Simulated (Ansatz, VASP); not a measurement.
## Two plane-wave programs on Ca

Contents of INCAR:

```
SYSTEM = Ca
PREC = Accurate ; ENCUT = 520
EDIFF = 1E-7 ; ISMEAR = -1
SIGMA = 0.03 ; LREAL = .False.
LASPH = .True. ; NELM = 100
ALGO = Normal ; ISIF = 2
LWAVE = .False. ; LCHARG = .True.
LELF = .True. ; LVHAR = .True.
NBANDS = 11
```

Contents of KPOINTS:

```
Automatic mesh
0
Gamma
  10 10 10
  0 0 0
```

Contents of POSCAR:

```
Ca
1.0
    0.0000000000      2.6714532750      2.6714532750
    2.6714532750      0.0000000000      2.6714532750
    2.6714532750      2.6714532750      0.0000000000
Ca
1
Direct
    0.0000000000      0.0000000000      0.0000000000
```

Input for Ansatz:

```yaml
crystal:
  lattice:
    - [0.0, 2.671453275, 2.671453275]
    - [2.671453275, 0.0, 2.671453275]
    - [2.671453275, 2.671453275, 0.0]
  atoms:
    - { symbol: Ca, position: [0.0, 0.0, 0.0] }
hamiltonian:
  xc: lda
  pseudopotentials:
    kind: paw
    azcp:
      Ca: "pseudopotentials/Ca.paw.azcp"
basis:
  ecutwfc: 420
  fft_grid_basis: typed
kpoints:
  mp_grid: { grid: [10, 10, 10], shift: [0, 0, 0] }
magnetization:
  spin_polarized: false
scf:
  occupations: { method: fermi_dirac, width: 0.03 }
  lower_state_search: "off"
output:
  stress: true
  write_density: true
  write_potential: true
  elf: true
  volumetric_format: npy
```

Alike in both runs: task single point; functional LDA; k mesh 10 × 10 × 10; occupations fermi-dirac, width 0.03 eV; no spin polarisation.

|  | VASP | Ansatz |
| --- | --- | --- |
| version | VASP 6.6.1 | Ansatz 0.2.0 |
| potentials or method | VASP PAW LDA potentials, release 64 (Ca_sv), cutoff 520 eV | plane waves (420 eV) with PAW, scalar-relativistic |
| valence electrons in the cell | 10 | 10 |

```tsv
	VASP	Ansatz	Ansatz less VASP
pressure (GPa)	0.0	0.0	-0.01
```

Ansatz warns that its potentials were made for another functional, while VASP's fit it. LDA's correlation is that of Perdew and Zunger in VASP and of Perdew and Wang (1992) in Ansatz.
